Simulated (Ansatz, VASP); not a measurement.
# NaF in VASP and in Ansatz

File INCAR:

```
SYSTEM = NaF
ALGO = Normal
EDIFF = 1E-6
ENCUT = 600
GGA = PE
GGA_COMPAT = .False.
ISIF = 2
ISMEAR = -1
LASPH = .True.
LCHARG = .True.
LELF = .True.
LREAL = .False.
LVHAR = .True.
LWAVE = .False.
NBANDS = 14
NELM = 120
PREC = Accurate
SIGMA = 0.0893
```

File KPOINTS:

```
k-points
0
Gamma
  7 7 7
  0 0 0
```

The input POSCAR:

```
NaF
1.0
    0.0000000000      2.3136160000      2.3136160000
    2.3136160000      0.0000000000      2.3136160000
    2.3136160000      2.3136160000      0.0000000000
Na F
1 1
Direct
    0.0000000000      0.0000000000      0.0000000000
    0.5000000000      0.5000000000      0.5000000000
```

Input for Ansatz:

```yaml
crystal:
  lattice:
    - [0.0, 2.313616, 2.313616]
    - [2.313616, 0.0, 2.313616]
    - [2.313616, 2.313616, 0.0]
  atoms:
    - { symbol: Na, position: [0.0, 0.0, 0.0] }
    - { symbol: F, position: [0.5, 0.5, 0.5] }
  symmetry: { tolerance: 0.0003 }
kpoints:
  mp_grid: { grid: [7, 7, 7], shift: [0, 0, 0] }
magnetization:
  spin_polarized: false
scf:
  occupations: { method: fermi_dirac, width: 0.0893 }
hamiltonian:
  pseudopotentials: { kind: paw }
  xc: pbe
basis:
  ecutwfc: 420
output:
  forces: true
  stress: true
  eigenvalues: true
```

Alike in both runs: task single point; functional PBE; k mesh 7 × 7 × 7; occupations fermi-dirac, width 0.0893 eV; no spin polarisation.

|  | VASP | Ansatz |
| --- | --- | --- |
| version | VASP 6.6.1 | Ansatz 0.2.0 |
| potentials or method | VASP PAW PBE potentials, release 64 (Na_pv, F), cutoff 600 eV | PAW plane waves |
| valence electrons in the cell | 14 | 16 |

|  | VASP | Ansatz | Ansatz less VASP |
| --- | --- | --- | --- |
| gap on the k mesh at the Fermi level (eV) | 6.33 | 6.34 | +0.015 |
| pressure (GPa) | 2.1 | 2.4 | +0.23 |

With one functional, cell and mesh, what is left measures potentials, basis and numerics. VASP's potentials hold 14 valence electrons a cell and Ansatz's 16, so a difference there can come from the potentials and not from the codes.
